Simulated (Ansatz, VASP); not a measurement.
# Ga in VASP and in Ansatz

```
Ga
1.0
    -1.38135    1.38135    2.30269
     1.38135   -1.38135    2.30269
     1.38135    1.38135   -2.30269
Ga
1
Direct
  0.00000 0.00000 0.00000
```

Alike in both runs: task single point; functional LDA; k mesh 26 × 26 × 26; occupations gaussian, width 0.15 eV; no spin polarisation.

|  | VASP | Ansatz |
| --- | --- | --- |
| version | VASP 6.6.1 | Ansatz 0.2.0 |
| potentials or method | VASP PAW LDA potentials, release 64 (Ga_d), cutoff 520 eV | scalar-relativistic, plane waves, PAW |
| valence electrons in the cell | 13 | 13 |

VASP gave:

- gap on the k mesh at the Fermi level (eV): none
- pressure (GPa): -1.4
- traceless stress, the component that is largest in VASP (GPa): -0.47

Task: Which values does Ansatz return?

Result: gap on the k mesh at the Fermi level (eV): none; pressure (GPa): -1.6; traceless stress, the component that is largest in VASP (GPa): -0.44.

LDA's correlation is that of Perdew and Zunger in VASP and of Perdew and Wang (1992) in Ansatz. A gap of «none» marks a metal or a gap that the smearing closes.
